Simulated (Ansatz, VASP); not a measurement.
## One calculation of Na, two programs

```xyz
1
Lattice="-2.1064 2.1064 2.1064 2.1064 -2.1064 2.1064 2.1064 2.1064 -2.1064" Properties=species:S:1:pos:R:3 pbc="T T T"
Na    0.0000    0.0000    0.0000
```

Alike in both runs: functional r2SCAN; k mesh 14 × 14 × 14; occupations gaussian, width 0.1 eV; no spin polarisation.

Ansatz relaxed the structure, and its values are those at the end. VASP's run is a single point on that final structure, the one shown.

|  | VASP | Ansatz |
| --- | --- | --- |
| version | VASP 6.6.1 | Ansatz 0.2.0 |
| potentials or method | VASP PAW PBE potentials, release 64 (Na_pv), cutoff 520 eV | scalar-relativistic, plane waves, PAW |
| valence electrons in the cell | 7 | 9 |

Ansatz gave:

* gap on the k mesh at the Fermi level (eV): none
* pressure (GPa): 0.1

Question: Which values does VASP return?

Answer: gap on the k mesh at the Fermi level (eV): none; pressure (GPa): 0.2.

VASP's potentials were made for PBE, not for r2SCAN. A gap of «none» marks a metal or a gap that the smearing closes. With one functional, cell and mesh, what is left measures potentials, basis and numerics. VASP's potentials hold 7 valence electrons a cell and Ansatz's 9, so a difference there can come from the potentials and not from the codes.
